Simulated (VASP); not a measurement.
Write the native input for VASP 6.6.1 that does the following.

| Item | Value |
| --- | --- |
| Task | single point |
| Functional | PBE |
| Dispersion | D3(BJ) |
| Potentials or basis | VASP PAW PBE potentials, release 64 (F, Li_sv) |
| Cutoff | 650 eV |
| k mesh | 3 × 3 × 1 |
| Occupations | gaussian, width 0.05 eV |
| Spin | no spin polarisation |
| Dipole correction | yes |
| Further INCAR settings | ALGO = Normal; EDIFF = 1e-06; NBANDS = 78; NELMDL = -8 |

The structure of LiF lies in POSCAR:

```
LiF
1.0
    5.6574267962      0.0000000000      0.0000000000
   -2.8287133981      4.8994753256      0.0000000000
    0.0000000000      0.0000000000     23.7740870450
F Li
12 12
Direct
    0.1666666667      0.3333333333      0.3365008290
    0.1666666667      0.8333333333      0.3365008290
    0.6666666667      0.3333333333      0.3365008290
    0.6666666667      0.8333333333      0.3365008290
    0.5000000000      0.5000000000      0.4336500829
    0.5000000000      0.0000000000      0.4336500829
    0.0000000000      0.5000000000      0.4336500829
    0.0000000000      0.0000000000      0.4336500829
    0.8273766409      0.6638601482      0.5387263657
    0.8272239285      0.1636867812      0.5387724749
    0.3328735532      0.6664964433      0.5289291676
    0.3328547314      0.1665178722      0.5289304750
    0.3333333333      0.1666666667      0.3850754560
    0.3333333333      0.6666666667      0.3850754560
    0.8333333333      0.1666666667      0.3850754560
    0.8333333333      0.6666666667      0.3850754560
    0.6659849054      0.3329753784      0.4741436046
    0.6659740228      0.8328736847      0.4741387427
    0.1683591147      0.3341594616      0.4736242158
    0.1683139653      0.8341211509      0.4736138559
    0.0179233247      0.5089771808      0.5767567397
    0.0179140390      0.0090873654      0.5767629486
    0.4835845854      0.4918546563      0.5686311231
    0.4835126240     -0.0082092730      0.5686526980
```

One way to write it, as run:

INCAR

```
  ALGO = Normal
  DIPOL = 0.5 0.5 0.456
  EDIFF = 1E-6
  ENCUT = 650
  GGA = PE
  GGA_COMPAT = F
  IDIPOL = 3
  ISIF = 2
  ISMEAR = 0
  IVDW = 12
  LASPH = T
  LCHARG = F
  LDIPOL = T
  LREAL = F
  LWAVE = F
  NBANDS = 78
  NELM = 120
  NELMDL = -8
  PREC = Accurate
  SIGMA = 0.05
```

KPOINTS

```
k-points
0
Gamma
  3 3 1
```

Potentials or basis: VASP PAW PBE potentials, release 64 (F, Li_sv).

The run is started by

```console
$ cat potpaw_PBE.64/F/POTCAR potpaw_PBE.64/Li_sv/POTCAR > POTCAR
$ mpirun -np 1 vasp_std > vasp.out
```

Results of the run:

| Quantity | Value |
| --- | --- |
| Largest force | 2.285 eV/Å |
| Band gap on the k mesh | zero (bands 60 and 61 overlap by 0.11 eV) |
| Dispersion energy per atom | -0.130 eV |

Caveat: the k points lie up to 0.43 Å⁻¹ apart.

Run time: 36 min on 1 thread of Intel Xeon 8259CL, with other jobs on the host, peak memory 1 GiB.
